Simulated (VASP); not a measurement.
Wanted: the native input for a VASP 6.6.1 run.

* Task: single point
* Functional: PBE
* Potentials or basis: VASP PAW PBE potentials, release 64 (Te)
* Cutoff: 520 eV
* k mesh: 4 × 4 × 4
* Occupations: gaussian, width 0.1 eV
* Spin: no spin polarisation
* Dipole correction: no
* Further INCAR settings: ALGO = Normal; EDIFF = 1e-06; NBANDS = 20

The structure of Te lies in POSCAR:

```
Te
1.0
    5.8659680900      0.0000000000      0.0000000000
    0.0000000000      5.8659680900      0.0000000000
    0.0000000000      0.0000000000      3.9437164600
Te
4
Direct
    0.0000000000      0.0000000000      0.0000000000
    0.5000000000      0.5000000000      0.0000000000
    0.0000000000      0.5000000000      0.6250000000
    0.5000000000      0.0000000000      0.3750000000
```

One way to write it, as run:

INCAR

```
SYSTEM = Te
PREC     = Accurate       ! precision mode
ENCUT    = 520            ! plane-wave cutoff, eV
EDIFF    = 1E-6           ! SCF threshold, eV
ISMEAR   = 0              ! smearing method
SIGMA    = 0.1            ! smearing width, eV
LREAL    = .False.        ! projectors in reciprocal space
LASPH    = .True.         ! aspherical terms in the spheres
NELM     = 60             ! most SCF steps
ALGO     = Normal         ! electronic algorithm
ISIF     = 2              ! what is computed and relaxed
LWAVE    = .False.        ! write WAVECAR
LCHARG   = .False.        ! write CHGCAR
GGA      = PE             ! functional
NBANDS   = 20             ! bands
```

KPOINTS

```
regular mesh
0
Gamma
  4 4 4
  0 0 0
```

Potentials or basis: VASP PAW PBE potentials, release 64 (Te).

The run is started by

```console
$ cat potpaw_PBE.64/Te/POTCAR > POTCAR
$ mpirun -np 1 vasp_std > vasp.out
```

Results of the run:

| Property | Result |
| --- | --- |
| Pressure | -4.4 GPa |
| Largest force | 0.361 eV/Å |
| Band gap on the k mesh | zero (band 12 reaches 7.00 eV, above the bottom of band 13 at 5.07 eV) |

Caveat: the k points lie up to 0.40 Å⁻¹ apart; spin-orbit coupling is left out, which moves the levels of the heavy elements.

It took 35 s on 1 thread of Intel Xeon 6975P-C, on a shared host, peak memory 0.25 GiB.
